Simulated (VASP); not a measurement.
# Co6N in VASP: single point with PBE+D3(BJ)

Aim: the single point of Co6N with PBE+D3(BJ).

Program: VASP 6.6.1. These are calculated values, not measurements. Logs are shortened: lines on timing, memory, paths and dates and some standing lists are left out, and cuts for length are marked.

## 1. The cell of the first run

The cell holds a slab with vacuum, 14 atoms: a = 4.938 Å, b = 4.938 Å, c = 24.093 Å, α = 90.00°, β = 90.00°, γ = 120.00°.

## 2. Single point, PBE+D3(BJ), collinear spin, ferromagnetic start

Input file INCAR:

```
SYSTEM = Co6N
  PREC = Accurate
  ENCUT = 520
  EDIFF = 1E-6
  ISMEAR = 0
  SIGMA = 0.1
  LREAL = .False.
  LASPH = .True.
  NELM = 200
  ALGO = Normal
  ISIF = 2
  LWAVE = .False.
  LCHARG = .False.
  ISPIN = 2
  MAGMOM = 1.98 1.98 1.98 1.98 1.95 1.95 1.95 1.95 1.98 1.98 1.98 1.98 0 0
  LORBIT = 11
  LMAXMIX = 4
  LDIPOL = .True.
  IDIPOL = 3
  DIPOL = 0.5 0.5 0.462
  GGA = PE
  IVDW = 12
  NBANDS = 76
  GGA_COMPAT = .False.
  NELMDL = -8
  KPAR = 4
```

Input file KPOINTS:

```
regular mesh
0
Gamma
  6 6 1
  0 0 0
```

Input file POSCAR:

```
Co6N
1.0
    4.9379901185      0.0000000000      0.0000000000
   -2.4689950592      4.2764248862      0.0000000000
    0.0000000000      0.0000000000     24.0931550747
Co N
12 2
Direct
    0.1666666667      0.3333333333      0.3527972975
    0.1666666667      0.8333333333      0.3527972975
    0.6666666667      0.3333333333      0.3527972975
    0.6666666667      0.8333333333      0.3527972975
    0.3333333333      0.1666666667      0.4338174690
    0.3358364521      0.6679182260      0.4352843666
    0.8320817740      0.1641635479      0.4352843666
    0.8320817740      0.6679182260      0.4352843666
    0.1667280612      0.3332719388      0.5154622271
    0.1667280612      0.8334561225      0.5154622271
    0.6665438775      0.3332719388      0.5154622271
    0.6666666667      0.8333333333      0.5246591652
    0.6666666667      0.8333333333      0.5995628118
    0.6666666667      0.8333333333      0.6461479448
```

Potentials or basis: VASP PAW PBE potentials, release 64 (Co, N).

Launch:

```sh
cat potpaw_PBE.64/Co/POTCAR potpaw_PBE.64/N/POTCAR > POTCAR
mpirun -np 4 vasp_std > vasp.out
```

OUTCAR:

```text
SYSTEM = Co6N
   PREC = Accurate
   ENCUT = 520
   EDIFF = 1E-6
   ISMEAR = 0
   LREAL = .False.
   LASPH = .True.
   NELM = 200
   ISIF = 2
   ISPIN = 2
   LORBIT = 11
   GGA = PE
   IVDW = 12
   NELMDL = -8
 IVDW          = 12

 ion  position               nearest neighbor table
   1  0.167  0.333  0.353-   5 2.42   6 2.45   7 2.45   2 2.47   2 2.47   4 2.47   4 2.47   3 2.47
                             3 2.47
   2  0.167  0.833  0.353-   5 2.42   6 2.45   8 2.45   1 2.47   1 2.47   3 2.47   3 2.47   4 2.47
                             4 2.47
   3  0.667  0.333  0.353-   5 2.42   8 2.45   7 2.45   4 2.47   4 2.47   2 2.47   2 2.47   1 2.47
                             1 2.47
   4  0.667  0.833  0.353-   7 2.44   8 2.44   6 2.44   3 2.47   3 2.47   1 2.47   1 2.47   2 2.47
                             2 2.47
   5  0.333  0.167  0.434-   1 2.42   2 2.42   3 2.42  10 2.43   9 2.43  11 2.43   6 2.47   7 2.47
                             8 2.47   8 2.47   6 2.47   7 2.47
   6  0.336  0.668  0.435-   9 2.40  10 2.40   4 2.44   1 2.45   2 2.45   7 2.45   8 2.45   5 2.47
                             5 2.47   7 2.49   8 2.49  12 2.58
   7  0.832  0.164  0.435-   9 2.40  11 2.40   4 2.44   3 2.45   1 2.45   8 2.45   6 2.45   5 2.47
                             5 2.47   8 2.49   6 2.49  12 2.58
   8  0.832  0.668  0.435-  11 2.40  10 2.40   4 2.44   3 2.45   2 2.45   7 2.45   6 2.45   5 2.47
                             5 2.47   7 2.49   6 2.49  12 2.58
   9  0.167  0.333  0.515-   6 2.40   7 2.40   5 2.43  10 2.47  11 2.47  10 2.47  11 2.47  12 2.48
                            12 2.48
  10  0.167  0.833  0.515-   8 2.40   6 2.40   5 2.43   9 2.47  11 2.47   9 2.47  11 2.47  12 2.48
                            12 2.48
  11  0.667  0.333  0.515-   8 2.40   7 2.40   5 2.43  10 2.47   9 2.47  10 2.47   9 2.47  12 2.48
                            12 2.48
  12  0.667  0.833  0.525-  13 1.80  11 2.48  10 2.48   9 2.48   9 2.48  11 2.48  10 2.48   7 2.58
                             8 2.58   6 2.58
  13  0.667  0.833  0.600-  14 1.12  12 1.80
  14  0.667  0.833  0.646-  13 1.12

  LATTYP: Found a hexagonal cell.
 ALAT       =     4.9379901185
 C/A-ratio  =     4.8791420186

  Lattice vectors:

 A1 = (   4.9379901185,   0.0000000000,   0.0000000000)
 A2 = (  -2.4689950592,   4.2764248862,   0.0000000000)
 A3 = (   0.0000000000,   0.0000000000,  24.0931550747)

Analysis of symmetry for initial positions (statically):
=====================================================================
 Subroutine PRICEL returns:
 Original cell was already a primitive cell.

 Routine SETGRP: Setting up the symmetry group for a
 hexagonal supercell.

 Subroutine GETGRP returns: Found  6 space group operations
 (whereof  2 operations were pure point group operations)
 out of a pool of 24 trial point group operations.

The static configuration has the point symmetry C_1h.
 The point group associated with its full space group is C_3v.

Analysis of symmetry for dynamics (positions and initial velocities):
=====================================================================
 Subroutine PRICEL returns:
 Original cell was already a primitive cell.

 Routine SETGRP: Setting up the symmetry group for a
 hexagonal supercell.

 Subroutine GETGRP returns: Found  6 space group operations
 (whereof  2 operations were pure point group operations)
 out of a pool of 24 trial point group operations.

The dynamic configuration has the point symmetry C_1h.
 The point group associated with its full space group is C_3v.

Analysis of structural, dynamic, and magnetic symmetry:
=====================================================================
 Subroutine PRICEL returns:
 Original cell was already a primitive cell.

 Routine SETGRP: Setting up the symmetry group for a
 hexagonal supercell.

 Subroutine GETGRP returns: Found  6 space group operations
 (whereof  2 operations were pure point group operations)
 out of a pool of 24 trial point group operations.

The overall configuration has the point symmetry C_1h.
 The point group associated with its full space group is C_3v.

 Subroutine INISYM returns: Found  6 space group operations
 (whereof  2 operations are pure point group operations),
 and found     1 'primitive' translations

----------------------------------------------------------------------------------------

                                     Primitive cell

  volume of cell :     508.7738

[... 110 lines left out ...]
   EFERMI_NEDOS =   21; number of points for ismear=-14 and -15
   IALGO  =     38    algorithm
   IMIX   =      4    mixing-type and parameters
     AMIX     =   0.40;   BMIX     =  1.00
     AMIX_MAG =   1.60;   BMIX_MAG =  1.00
  volume/ion in A,a.u.               =      36.34       245.24
  Fermi-wavevector in a.u.,A,eV,Ry     =   1.005836  1.900755 13.765102  1.011706
  Thomas-Fermi vector in A             =   2.138541
   LORBIT       =     11    0 simple, 1 ext, 2 COOP (PROOUT), +10 PAW based schemes
   GGA     = PE    functional components
   LHFCALC =     F    Hartree Fock is set to
   AEXX    =    0.0000 exact exchange contribution
   IVDW    =    12    specifies the selected vdW correction
   LEPSILON=     F    determine dielectric tensor
   LRPA    =     F    only Hartree local field effects (RPA)
 spin polarized calculation
 Gauss-broadening in eV      SIGMA  =   0.10
  energy-cutoff  :      520.00
  volume of cell :      508.77
 maximum number of plane-waves:     13714
 NGX is ok and might be reduce to    40
   NGX = 19   NGY = 19   NGZ = 89

 dipolmoment           0.000000      0.000000     -0.030186 electrons x Angstroem

 number of electron     118.0000006 magnetization      19.9506555

 dipolmoment           0.000000      0.000000      0.046692 electrons x Angstroem

 Free energy of the ion-electron system (eV)
  ---------------------------------------------------
  ext. energy  EPLUGINS =         0.00000000
  ---------------------------------------------------
  free energy    TOTEN  =       -95.81936998 eV

  energy without entropy =      -95.74773487  energy(sigma->0) =      -95.78355243

 E-fermi :  -0.8332     XC(G=0):  -4.6572

 val. band max:       -0.8379721706   @ k =   0.0000   0.0000   0.0000
 cond. band min:      -0.8248343761   @ k =   0.3333   0.1667   0.0000
 fundamental gap:      0.0131377946
 Fermi energy:        -0.8332191232

 spin component 1

 k-point     1 :       0.0000    0.0000    0.0000
  band No.  band energies     occupation
      1     -23.9658      1.00000
      2     -11.3827      1.00000
      3      -9.0880      1.00000
      4      -7.6436      1.00000
      5      -7.6436      1.00000
      6      -7.1706      1.00000
[... 507 lines left out ...]
     70      -1.1481      1.00000
     71      -0.7250      0.06296
 Fermi energy:        -0.8332191232

 spin component 2

 k-point     1 :       0.0000    0.0000    0.0000
  band No.  band energies     occupation
      1     -23.9904      1.00000
      2     -11.3676      1.00000
      3      -9.0546      1.00000
      4      -7.6724      1.00000
      5      -7.6724      1.00000
      6      -7.1026      1.00000
[... 507 lines left out ...]
     70       0.4791      0.00000
     71       0.7033      0.00000
 [bands above 71 left out]

------------------------ aborting loop because EDIFF is reached ----------------------------------------

 vacuum level on the upper side and lower side of the slab       (xc-potential included)         0.195        -0.196

 Edisp (eV)   -3.54935

 E8    (eV) :    -1.6003

  FORCE on cell =-STRESS in cart. coord.  units (eV):
  Direction    XX          YY          ZZ          XY          YZ          ZX
  --------------------------------------------------------------------------------------
  -------------------------------------------------------------------------------------
  Total      -4.86639    -4.86639     0.71446    -0.00000    -0.00000     0.00000
  in kB     -15.32474   -15.32474     2.24989    -0.00000    -0.00000     0.00000
  external pressure =       -9.47 kB  Pullay stress =        0.00 kB

 VOLUME and BASIS-vectors are now :
 -----------------------------------------------------------------------------
  energy-cutoff  :      520.00
  volume of cell :      508.77
      direct lattice vectors                 reciprocal lattice vectors
     4.937990119  0.000000000  0.000000000     0.202511543  0.116920094  0.000000000
    -2.468995059  4.276424886  0.000000000     0.000000000  0.233840188  0.000000000
     0.000000000  0.000000000 24.093155075     0.000000000  0.000000000  0.041505564

 POSITION                                       TOTAL-FORCE (eV/Angst)
 -----------------------------------------------------------------------------------
      0.00000      1.42547      8.50000        -0.039224      0.022646      0.066251
     -1.23450      3.56369      8.50000        -0.000000     -0.045292      0.066251
      2.46900      1.42547      8.50000         0.039224      0.022646      0.066251
      1.23450      3.56369      8.50000         0.000000      0.000000     -0.041154
      1.23450      0.71274     10.45203         0.000000      0.000000     -0.013717
      0.00927      2.85630     10.48737         0.006070      0.003505     -0.005126
      3.70349      0.70203     10.48737        -0.000000     -0.007009     -0.005126
      2.45972      2.85630     10.48737        -0.006070      0.003505     -0.005126
      0.00045      1.42521     12.41911        -0.004702      0.002715     -0.030097
     -1.23450      3.56421     12.41911        -0.000000     -0.005430     -0.030097
      2.46854      1.42521     12.41911         0.004702      0.002715     -0.030097
      1.23450      3.56369     12.64069         0.000000      0.000000     -0.008477
      1.23450      3.56369     14.44536         0.000000      0.000000     -1.296975
      1.23450      3.56369     15.56774         0.000000      0.000000      1.267238
 -----------------------------------------------------------------------------------
    total drift:                               -0.000001      0.000001     -0.002635

  FREE ENERGIE OF THE ION-ELECTRON SYSTEM (eV)
  ---------------------------------------------------
  free  energy   TOTEN  =       -99.3687180693 eV

  energy  without entropy=      -99.2970829647  energy(sigma->0) =      -99.33290052

 vacuum level on the upper side and lower side of the slab         4.610         4.210

 total charge

# of ion       s       p       d       tot
------------------------------------------
    1        0.493   0.424   7.242   8.160
    2        0.493   0.424   7.242   8.160
    3        0.493   0.424   7.242   8.160
    4        0.493   0.423   7.244   8.161
    5        0.502   0.564   7.292   8.359
    6        0.498   0.549   7.278   8.325
    7        0.498   0.549   7.278   8.325
    8        0.498   0.549   7.278   8.325
    9        0.496   0.429   7.251   8.176
   10        0.496   0.429   7.251   8.176
   11        0.496   0.429   7.251   8.176
   12        0.468   0.567   7.348   8.383
   13        1.330   2.570   0.000   3.899
   14        1.360   2.471   0.000   3.831
--------------------------------------------------
tot          8.612  10.803  87.201 106.616

 magnetization (x)

# of ion       s       p       d       tot
------------------------------------------
    1       -0.008  -0.041   1.787   1.738
    2       -0.008  -0.041   1.787   1.738
    3       -0.008  -0.041   1.787   1.738
    4       -0.008  -0.038   1.777   1.730
    5       -0.018  -0.053   1.738   1.667
    6       -0.013  -0.048   1.748   1.687
    7       -0.013  -0.048   1.748   1.687
    8       -0.013  -0.048   1.748   1.687
    9       -0.008  -0.037   1.827   1.783
   10       -0.008  -0.037   1.827   1.783
   11       -0.008  -0.037   1.827   1.783
   12       -0.016  -0.038   1.185   1.131
   13        0.003   0.005   0.000   0.008
   14       -0.001  -0.050   0.000  -0.051
--------------------------------------------------
tot         -0.126  -0.551  20.787  20.110
```

Run time: 14 min. Hardware: 4 MPI ranks of AMD EPYC 7R43 (Zen 3), shared host; peak memory 1.1 GiB.

What came out:

- Free energy: -99.3687 eV
- Largest force: 1.297 eV/Å
- Net moment: 19.95 μB per cell
- Site moments: Co +1.74, +1.73, +1.67, +1.69, +1.78, +1.13 (each value once); N +0.01, -0.05 μB
- Valence electrons inside the program's atomic spheres: Co 8.16, 8.36, 8.32, 8.18, 8.38 (each value once); N 3.90, 3.83
- Dispersion energy per atom: -0.254 eV

Forces in eV/Å, atoms in the order of the input:
```
Co  -0.039  0.023  0.066
Co   0.000 -0.045  0.066
Co   0.039  0.023  0.066
Co   0.000  0.000 -0.041
Co   0.000  0.000 -0.014
Co   0.006  0.004 -0.005
Co   0.000 -0.007 -0.005
Co  -0.006  0.004 -0.005
Co  -0.005  0.003 -0.030
Co   0.000 -0.005 -0.030
Co   0.005  0.003 -0.030
Co   0.000  0.000 -0.008
N    0.000  0.000 -1.297
N    0.000  0.000  1.267
```

Levels at points of the mesh, in eV from the Fermi level:
Spin up:
```csv
k point,band 67,band 68,band 69,band 70,band 71,band 72
"(0.00, 0.00, 0.00)",-0.39,-0.39,0.99,1.09,1.09,1.61
"(0.50, 0.00, 0.00)",-0.61,-0.59,-0.25,1.22,1.32,1.40
```
Spin down:
```tsv
k point	band 48	band 49	band 50	band 51	band 52	band 53
(0.00, 0.00, 0.00)	0.21	0.21	0.34	0.62	0.62	0.68
(0.50, 0.00, 0.00)	-0.20	-0.16	0.03	0.17	0.24	0.29
```

Caveat: the standard files for N, O and F lose accuracy on very short bonds. With open d or f shells a metallic result of PBE can be an artefact of self-interaction; +U or a hybrid may open a gap.
